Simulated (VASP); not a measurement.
# KTaO3 (P4/mmm) in VASP: notebook

KTaO3 is run at these levels: PBEsol; tasks: single point.

All numbers are computed with VASP 6.6.1; they aren't measurements. Logs are shortened: lines on timing, memory, paths and dates and some standing lists are left out, and cuts for length are marked.

**1. The cell of the first run**

The structure is tetragonal, space group P4/mmm (No. 123). The conventional cell has a = 4.257 Å, b = 4.257 Å, c = 3.773 Å, α = 90.00°, β = 90.00°, γ = 90.00°. Within 3.8 Å of K (site symmetry 4/mmm) lie 12 O at 2.84 to 3.01 Å and 8 Ta at 3.55 Å and 2 K at 3.77 Å. Within 2.5 Å of Ta (site symmetry 4/mmm) lie 6 O at 1.89 to 2.13 Å. O (site symmetry mmm) has 2 Ta at 2.13 Å and 4 K at 2.84 Å and 8 O at 2.84 to 3.01 Å within 3.1 Å. O (site symmetry 4/mmm) has 2 Ta at 1.89 Å within 2.5 Å.

**2. Single point, PBEsol (13.67 Å³/atom)**

File INCAR:

```
SYSTEM = KTaO3
ALGO = Normal ; EDIFF = 1E-6
ENCUT = 520 ; GGA = PS
ISIF = 2 ; ISMEAR = 0
LASPH = .True. ; LCHARG = .False.
LREAL = .False. ; LWAVE = .False.
NBANDS = 27 ; NELM = 60
PREC = Accurate ; SIGMA = 0.05
```

File KPOINTS:

```
k-points
0
Gamma
  8 8 8
  0 0 0
```

File POSCAR:

```
KTaO3
1.0
    4.2566507987      0.0000000000      0.0000000000
    0.0000000000      4.2566507987      0.0000000000
    0.0000000000      0.0000000000      3.7730952680
K Ta O
1 1 3
Direct
    0.5000000000      0.5000000000      0.5000000000
    0.0000000000      0.0000000000      0.0000000000
    0.5000000000      0.0000000000      0.0000000000
    0.0000000000      0.5000000000      0.0000000000
    0.0000000000      0.0000000000      0.5000000000
```

Potentials or basis: VASP PAW PBE potentials, release 64 (K_sv, Ta_pv, O).

On the command line:

```console
$ cat potpaw_PBE.64/K_sv/POTCAR potpaw_PBE.64/Ta_pv/POTCAR potpaw_PBE.64/O/POTCAR > POTCAR
$ mpirun -np 1 vasp_std > vasp.out
```

OUTCAR:

```text
SYSTEM = KTaO3
   EDIFF = 1E-6
   ENCUT = 520
   GGA = PS
   ISIF = 2
   ISMEAR = 0
   LASPH = .True.
   LREAL = .False.
   NELM = 60
   PREC = Accurate

 ion  position               nearest neighbor table
   1  0.500  0.500  0.500-   3 2.84   4 2.84   3 2.84   4 2.84   3 2.84   3 2.84   4 2.84   4 2.84
                             2 3.55   2 3.55   2 3.55   2 3.55   2 3.55   2 3.55   2 3.55   2 3.55
   2  0.000  0.000  0.000-   5 1.89   5 1.89   3 2.13   4 2.13   4 2.13   3 2.13   1 3.55   1 3.55
                             1 3.55   1 3.55   1 3.55   1 3.55   1 3.55   1 3.55
   3  0.500  0.000  0.000-   2 2.13   2 2.13   1 2.84   1 2.84   1 2.84   1 2.84
   4  0.000  0.500  0.000-   2 2.13   2 2.13   1 2.84   1 2.84   1 2.84   1 2.84
   5  0.000  0.000  0.500-   2 1.89   2 1.89

  LATTYP: Found a simple tetragonal cell.
 ALAT       =     4.2566507987
 C/A-ratio  =     0.8864000000

  Lattice vectors:

 A1 = (   4.2566507987,   0.0000000000,   0.0000000000)
 A2 = (   0.0000000000,   4.2566507987,   0.0000000000)
 A3 = (   0.0000000000,   0.0000000000,   3.7730952680)

Analysis of symmetry for initial positions (statically):
=====================================================================
 Subroutine PRICEL returns:
 Original cell was already a primitive cell.

 Routine SETGRP: Setting up the symmetry group for a
 simple tetragonal supercell.

 Subroutine GETGRP returns: Found 16 space group operations
 (whereof 16 operations were pure point group operations)
 out of a pool of 16 trial point group operations.

The static configuration has the point symmetry D_4h.

Analysis of symmetry for dynamics (positions and initial velocities):
=====================================================================
 Subroutine PRICEL returns:
 Original cell was already a primitive cell.

 Routine SETGRP: Setting up the symmetry group for a
 simple tetragonal supercell.

 Subroutine GETGRP returns: Found 16 space group operations
 (whereof 16 operations were pure point group operations)
 out of a pool of 16 trial point group operations.

The dynamic configuration has the point symmetry D_4h.

 Subroutine INISYM returns: Found 16 space group operations
 (whereof 16 operations are pure point group operations),
 and found     1 'primitive' translations

----------------------------------------------------------------------------------------

                                     Primitive cell

  volume of cell :      68.3650

  direct lattice vectors                    reciprocal lattice vectors
     4.256650799  0.000000000  0.000000000     0.234926483  0.000000000  0.000000000
     0.000000000  4.256650799  0.000000000     0.000000000  0.234926483  0.000000000
     0.000000000  0.000000000  3.773095268     0.000000000  0.000000000  0.265034389

  length of vectors
     4.256650799  4.256650799  3.773095268     0.234926483  0.234926483  0.265034389

  position of ions in fractional coordinates (direct lattice)
     0.500000000  0.500000000  0.500000000
     0.000000000  0.000000000  0.000000000
     0.500000000  0.000000000  0.000000000
     0.000000000  0.500000000  0.000000000
     0.000000000  0.000000000  0.500000000

  ion indices of the primitive-cell ions
   primitive index   ion index
                 1           1
                 2           2
                 3           3
                 4           4
                 5           5

----------------------------------------------------------------------------------------

 KPOINTS: k-points

Automatic generation of k-mesh.
 Grid dimensions read from file:
 generate k-points for:    8    8    8

 Generating k-lattice:

  Cartesian coordinates                     Fractional coordinates (reciprocal lattice)
     0.029365810  0.000000000  0.000000000     0.125000000  0.000000000  0.000000000
     0.000000000  0.029365810  0.000000000     0.000000000  0.125000000  0.000000000
     0.000000000  0.000000000  0.033129299     0.000000000  0.000000000  0.125000000

  Length of vectors
     0.029365810  0.029365810  0.033129299

  Shift w.r.t. Gamma in fractional coordinates (k-lattice)
     0.000000000  0.000000000  0.000000000

 Subroutine IBZKPT returns following result:
 ===========================================

 Found     75 irreducible k-points:

 Following reciprocal coordinates:
            Coordinates               Weight
  0.000000  0.000000  0.000000      1.000000
  0.125000  0.000000  0.000000      4.000000
  0.250000  0.000000  0.000000      4.000000
  0.375000  0.000000  0.000000      4.000000
  0.500000  0.000000  0.000000      2.000000
  0.125000  0.125000  0.000000      4.000000
[... 16 lines left out ...]
  0.375000  0.125000  0.125000     16.000000
  0.500000  0.125000  0.125000      8.000000
 [... further k-points ...]
   k-points           NKPTS =     75   k-points in BZ     NKDIM =     75   number of bands    NBANDS=     27
   number of dos      NEDOS =    301   number of ions     NIONS =      5
   total plane-waves  NPLWV =  28672
   dimension x,y,z NGX =    32 NGY =   32 NGZ =   28
   dimension x,y,z NGXF=    64 NGYF=   64 NGZF=   56
   ions per type =               1   1   3
   NGX,Y,Z   is equivalent  to a cutoff of  12.50, 12.50, 12.34 a.u.
   NGXF,Y,Z  is equivalent  to a cutoff of  25.00, 25.00, 24.67 a.u.
 SYSTEM =  KTaO3
   PREC   = accura    normal or accurate (medium, high low for compatibility)
   ISTART =      0    job   : 0-new  1-cont  2-samecut
   ICHARG =      2    charge: 1-file 2-atom 10-const
   ISPIN  =      1    spin polarized calculation?
   LNONCOLLINEAR =      F non collinear calculations
   LSORBIT =      F    spin-orbit coupling
   LASPH  =      T    aspherical Exc in radial PAW
   ENCUT  =  520.0 eV  38.22 Ry    6.18 a.u.   7.91  7.91  7.02*2*pi/ulx,y,z
   NELM   =     60;   NELMIN=  2; NELMDL= -5     # of ELM steps
   EDIFF  = 0.1E-05   stopping-criterion for ELM
   LREAL  =      F    real-space projection
   EDIFFG = 0.1E-04   stopping-criterion for IOM
   NSW    =      0    number of steps for IOM
   IBRION =     -1    ionic relax: 0-MD 1-quasi-New 2-CG
   NFREE  =      0    steps in history (QN), initial steepest desc. (CG)
   ISIF   =      2    stress and relaxation
   ISYM   =      2    0-nonsym 1-usesym 2-fastsym
   POTIM  = 0.5000    time-step for ionic-motion
   TEBEG  =    0.0;   TEEND  =   0.0 temperature during run
   PSTRESS=    0.0 pullay stress
   NELECT =      38.0000    total number of electrons
   NUPDOWN=      -1.0000    fix difference up-down
   EMIN   =  10.00;   EMAX   =-10.00  energy-range for DOS
   EFERMI =   0.00;   METHOD = LEGACY
   ISMEAR =     0;   SIGMA  =   0.05  broadening in eV -4-tet -1-fermi 0-gaus
   EFERMI_NEDOS =   21; number of points for ismear=-14 and -15
   IALGO  =     38    algorithm
   IMIX   =      4    mixing-type and parameters
     AMIX     =   0.40;   BMIX     =  1.00
     AMIX_MAG =   1.60;   BMIX_MAG =  1.00
  volume/ion in A,a.u.               =      13.67        92.27
  Fermi-wavevector in a.u.,A,eV,Ry     =   1.346040  2.543647 24.651372  1.811825
  Thomas-Fermi vector in A             =   2.473905
   LORBIT       =      0    0 simple, 1 ext, 2 COOP (PROOUT), +10 PAW based schemes
   GGA     = PS    functional components
   LHFCALC =     F    Hartree Fock is set to
   AEXX    =    0.0000 exact exchange contribution
   IVDW    =     0    specifies the selected vdW correction
   LEPSILON=     F    determine dielectric tensor
   LRPA    =     F    only Hartree local field effects (RPA)
 non-spin polarized calculation
 Gauss-broadening in eV      SIGMA  =   0.05
  energy-cutoff  :      520.00
  volume of cell :       68.36
 maximum number of plane-waves:      1868
 NGX is ok and might be reduce to    32
   NGX = 15   NGY = 15   NGZ = 15

 number of electron      37.9999979 magnetization

 Free energy of the ion-electron system (eV)
  ---------------------------------------------------
  ext. energy  EPLUGINS =         0.00000000
  ---------------------------------------------------
  free energy    TOTEN  =       -42.06154026 eV

  energy without entropy =      -42.06154026  energy(sigma->0) =      -42.06154026

 E-fermi :   1.5807     XC(G=0): -10.7445

 val. band max:        1.2688604043   @ k =   0.5000   0.5000   0.5000
 cond. band min:       2.9691290355   @ k =   0.0000   0.0000   0.0000
 fundamental gap:      1.7002686313
 Fermi energy:         1.5807152448

 k-point     1 :       0.0000    0.0000    0.0000
  band No.  band energies     occupation
      1     -33.3895      2.00000
      2     -33.1818      2.00000
      3     -33.1818      2.00000
      4     -25.9787      2.00000
      5     -16.9580      2.00000
      6     -15.1814      2.00000
[... 19 lines left out ...]
     26       8.8524      0.00000
     27       9.4719      0.00000

 k-point     2 :       0.1250    0.0000    0.0000
  band No.  band energies     occupation
      1     -33.3894      2.00000
      2     -33.1871      2.00000
      3     -33.1816      2.00000
      4     -25.9766      2.00000
      5     -16.9567      2.00000
      6     -15.1410      2.00000
[... 19 lines left out ...]
     26       9.0063      0.00000
     27       9.6311      0.00000

 k-point     3 :       0.2500    0.0000    0.0000
  band No.  band energies     occupation
      1     -33.3889      2.00000
      2     -33.1999      2.00000
      3     -33.1812      2.00000
      4     -25.9714      2.00000
      5     -16.9549      2.00000
      6     -15.0886      2.00000
[... 19 lines left out ...]
     26       9.4101      0.00000
     27      10.0583      0.00000

 k-point     4 :       0.3750    0.0000    0.0000
  band No.  band energies     occupation
      1     -33.3885      2.00000
      2     -33.2126      2.00000
      3     -33.1807      2.00000
      4     -25.9663      2.00000
      5     -16.9547      2.00000
      6     -15.0778      2.00000
[... 19 lines left out ...]
     26       9.9047      0.00000
     27      10.6176      0.00000

 k-point     5 :       0.5000    0.0000    0.0000
  band No.  band energies     occupation
      1     -33.3884      2.00000
      2     -33.2178      2.00000
      3     -33.1805      2.00000
      4     -25.9641      2.00000
      5     -16.9549      2.00000
      6     -15.0790      2.00000
[... 19 lines left out ...]
     26      10.1369      0.00000
     27      10.9782      0.00000

 k-point     6 :       0.1250    0.1250    0.0000
  band No.  band energies     occupation
      1     -33.3892      2.00000
      2     -33.1870      2.00000
      3     -33.1868      2.00000
      4     -25.9746      2.00000
      5     -16.9542      2.00000
      6     -15.0884      2.00000
[... 444 lines left out ...]
      1     -33.4154      2.00000
      2     -33.1858      2.00000
      3     -33.1857      2.00000
      4     -25.9698      2.00000
      5     -16.7298      2.00000
      6     -15.0976      2.00000
[... 19 lines left out ...]
     26       9.5693      0.00000
     27       9.9970      0.00000

 k-point    22 :       0.2500    0.1250    0.1250
  band No.  band energies     occupation
      1     -33.4149      2.00000
      2     -33.1985      2.00000
      3     -33.1853      2.00000
      4     -25.9653      2.00000
      5     -16.7243      2.00000
      6     -15.0139      2.00000
[... 19 lines left out ...]
     26       9.9311      0.00000
     27      10.3760      0.00000

 k-point    23 :       0.3750    0.1250    0.1250
  band No.  band energies     occupation
      1     -33.4145      2.00000
      2     -33.2111      2.00000
      3     -33.1848      2.00000
      4     -25.9609      2.00000
      5     -16.7205      2.00000
      6     -14.9875      2.00000
[... 19 lines left out ...]
     26      10.4623      0.00000
     27      10.7898      0.00000

 k-point    24 :       0.5000    0.1250    0.1250
  band No.  band energies     occupation
      1     -33.4143      2.00000
      2     -33.2164      2.00000
      3     -33.1846      2.00000
      4     -25.9591      2.00000
      5     -16.7195      2.00000
      6     -14.9849      2.00000
[... 19 lines left out ...]
     26      10.6774      0.00000
     27      10.8972      0.00000

 [... further k-points ...]

------------------------ aborting loop because EDIFF is reached ----------------------------------------

  FORCE on cell =-STRESS in cart. coord.  units (eV):
  Direction    XX          YY          ZZ          XY          YZ          ZX
  --------------------------------------------------------------------------------------
  -------------------------------------------------------------------------------------
  Total       -9.2237167     -9.2237167      8.5885385      0.0000000      0.0000000      0.0000000
  in kB     -216.1636779   -216.1636779    201.2778713      0.0000000      0.0000000      0.0000000
  external PRESSURE =     -77.0164948 kB  Pullay stress =       0.0000000 kB

 VOLUME and BASIS-vectors are now :
 -----------------------------------------------------------------------------
  energy-cutoff  :      520.00
  volume of cell :       68.36
      direct lattice vectors                 reciprocal lattice vectors
     4.256650799  0.000000000  0.000000000     0.234926483  0.000000000  0.000000000
     0.000000000  4.256650799  0.000000000     0.000000000  0.234926483  0.000000000
     0.000000000  0.000000000  3.773095268     0.000000000  0.000000000  0.265034389

 POSITION                                       TOTAL-FORCE (eV/Angst)
 -----------------------------------------------------------------------------------
      2.12833      2.12833      1.88655         0.000000      0.000000      0.000000
      0.00000      0.00000      0.00000         0.000000      0.000000      0.000000
      2.12833      0.00000      0.00000         0.000000      0.000000      0.000000
      0.00000      2.12833      0.00000         0.000000      0.000000      0.000000
      0.00000      0.00000      1.88655         0.000000      0.000000      0.000000
 -----------------------------------------------------------------------------------
    total drift:                                0.000000      0.000000     -0.000000

  FREE ENERGIE OF THE ION-ELECTRON SYSTEM (eV)
  ---------------------------------------------------
  free  energy   TOTEN  =       -42.0615402602 eV

  energy  without entropy=      -42.0615402602  energy(sigma->0) =      -42.06154026
```

Wall time 2.3 min (1 thread of Intel Xeon 8259CL, shared host); peak memory 0.27 GiB.

What came out:

| Quantity | Value |
| --- | --- |
| Free energy | -42.0615 eV |
| Pressure | -7.7 GPa |
| Band gap on the k mesh | 1.70 eV (least direct gap 2.26 eV) |

Caveat: the cell stands under tension; the PAW data sets were made with another functional, which shifts forces and pressure a little; spin-orbit coupling is left out, which moves the levels of the heavy elements. A k mesh can miss the band edges.

**3. Single point, PBEsol (13.67 Å³/atom)**

File INCAR:

```
  PREC = Accurate
  ENCUT = 520
  EDIFF = 1E-7
  ISMEAR = 0
  SIGMA = 0.05
  LREAL = False
  LASPH = True
  NELM = 60
  ALGO = Normal
  ISIF = 2
  LWAVE = False
  LCHARG = False
  GGA = PS
  NBANDS = 27
```

File KPOINTS:

```
Automatic mesh
0
Gamma
  8 8 8
```

Edit POSCAR of step 2 so:

```diff
@@ -2,5 +2,5 @@
 1.0
-    4.2566507987      0.0000000000      0.0000000000
-    0.0000000000      4.2566507987      0.0000000000
-    0.0000000000      0.0000000000      3.7730952680
+    4.1999302450      0.0000000000      0.0000000000
+    0.0000000000      4.1999302450      0.0000000000
+    0.0000000000      0.0000000000      3.8756956301
 K Ta O
```

Potentials or basis: VASP PAW PBE potentials, release 64 (K_sv, Ta_pv, O).

On the command line:

```console
$ cat potpaw_PBE.64/K_sv/POTCAR potpaw_PBE.64/Ta_pv/POTCAR potpaw_PBE.64/O/POTCAR > POTCAR
$ mpirun -np 1 vasp_std > vasp.out
```

Run time: 3 min. Hardware: 1 thread of Intel Xeon 8259CL, shared host; peak memory 0.27 GiB.

Results (log left out):

* Free energy: -42.4446 eV
* Pressure: -10.5 GPa
* Band gap on the k mesh: 1.78 eV (least direct gap 2.39 eV)

Stress tensor (GPa, compression positive):
```
-19.04   0.00   0.00
  0.00 -19.04   0.00
  0.00   0.00   6.55
```

Levels at points of the mesh, in eV from the valence-band top:
| k point | band 16 | band 17 | band 18 | band 19 | band 20 | band 21 | band 22 | band 23 |
| --- | --- | --- | --- | --- | --- | --- | --- | --- |
| (0.00, 0.00, 0.00) | -0.73 | -0.64 | -0.64 | -0.61 | 1.78 | 1.88 | 1.88 | 5.28 |
| (0.50, 0.00, 0.00) | -2.02 | -1.40 | -1.05 | -0.79 | 1.98 | 4.12 | 4.13 | 5.67 |
| (0.50, 0.50, 0.00) | -2.00 | -2.00 | -1.90 | -0.06 | 4.15 | 4.15 | 5.18 | 7.94 |
| (0.00, 0.00, 0.50) | -1.88 | -1.31 | -0.80 | -0.80 | 1.98 | 5.11 | 5.11 | 5.34 |
| (0.50, 0.00, 0.50) | -1.79 | -1.21 | -1.16 | -0.17 | 4.18 | 5.12 | 5.97 | 6.03 |
| (0.50, 0.50, 0.50) | -3.25 | -0.10 | -0.10 | 0.00 | 5.31 | 6.05 | 6.05 | 8.23 |

Caveat: the cell stands under tension; the PAW data sets were made with another functional, which shifts forces and pressure a little; spin-orbit coupling is left out, which moves the levels of the heavy elements.

**4. Single point, PBEsol (13.67 Å³/atom)**

File INCAR:

```
SYSTEM = KTaO3
ALGO = Normal ; EDIFF = 1E-6
ENCUT = 520 ; GGA = PS
ISIF = 2 ; ISMEAR = 0
LASPH = .TRUE. ; LCHARG = .TRUE.
LELF = .TRUE. ; LREAL = .FALSE.
LVHAR = .TRUE. ; LWAVE = .FALSE.
NBANDS = 27 ; NELM = 100
PREC = Accurate ; SIGMA = 0.05
```

File KPOINTS:

```
k-points
0
G
  8 8 8
  0 0 0
```

Edit POSCAR of step 3 so:

```diff
@@ -2,5 +2,5 @@
 1.0
-    4.1999302450      0.0000000000      0.0000000000
-    0.0000000000      4.1999302450      0.0000000000
-    0.0000000000      0.0000000000      3.8756956301
+    3.9808417634      0.0000000000      0.0000000000
+    0.0000000000      3.9808417634      0.0000000000
+    0.0000000000      0.0000000000      4.3140382190
 K Ta O
```

On the command line:

```console
$ cat potpaw_PBE.64/K_sv/POTCAR potpaw_PBE.64/Ta_pv/POTCAR potpaw_PBE.64/O/POTCAR > POTCAR
$ mpirun -np 1 vasp_std > vasp.out
```

It took 3.4 min on 1 thread of Intel Xeon 8259CL, shared host; peak memory 0.27 GiB.

The run converged. Its results:

| Item | Value |
| --- | --- |
| Free energy | -42.4884 eV |
| Pressure | -10.7 GPa |
| Band gap on the k mesh | 1.83 eV (least direct gap 2.32 eV) |

Stress tensor (GPa, compression positive):
```
 -4.05   0.00   0.00
  0.00  -4.05   0.00
  0.00   0.00 -23.85
```

Levels at points of the mesh, in eV from the valence-band top:
| k point | band 16 | band 17 | band 18 | band 19 | band 20 | band 21 | band 22 | band 23 |
| --- | --- | --- | --- | --- | --- | --- | --- | --- |
| (0.00, 0.00, 0.00) | -1.03 | -0.72 | -0.49 | -0.49 | 1.83 | 1.83 | 1.91 | 4.77 |
| (0.50, 0.00, 0.00) | -2.13 | -1.25 | -0.92 | -0.69 | 1.98 | 4.75 | 4.76 | 5.17 |
| (0.50, 0.50, 0.00) | -1.68 | -0.92 | -0.92 | -0.18 | 4.79 | 4.79 | 5.49 | 6.11 |
| (0.00, 0.00, 0.50) | -1.70 | -1.60 | -1.03 | -1.03 | 1.99 | 3.86 | 3.86 | 6.50 |
| (0.50, 0.00, 0.50) | -1.90 | -1.73 | -1.71 | -0.10 | 3.91 | 4.77 | 5.50 | 7.25 |
| (0.50, 0.50, 0.50) | -3.63 | -0.16 | 0.00 | 0.00 | 5.61 | 5.61 | 6.19 | 8.33 |

Caveat: the cell stands under tension; the PAW data sets were made with another functional, which shifts forces and pressure a little; spin-orbit coupling is left out, which moves the levels of the heavy elements. A k mesh can miss the band edges.

**5. Overview**

| cell | gap on the mesh (eV) | pressure (GPa) |
| --- | --- | --- |
| a = 4.257, b = 4.257, c = 3.773 Å, 5 atoms | 1.70 | -7.7 |
| a = 4.200, b = 4.200, c = 3.876 Å, 5 atoms | 1.78 | -10.5 |
| a = 3.981, b = 3.981, c = 4.314 Å, 5 atoms | 1.83 | -10.7 |

Alike in all rows: task single point; level PBEsol; potentials or basis VASP PAW PBE potentials, release 64 (K_sv, Ta_pv, O); no spin polarisation; k mesh 8 × 8 × 8; cutoff (eV) 520; smearing gaussian 0.05 eV.

Caveats: the cell stands under tension; the PAW data sets were made with another functional, which shifts forces and pressure a little; spin-orbit coupling is left out, which moves the levels of the heavy elements.

Absolute energies hang on the potentials; compare differences alone.
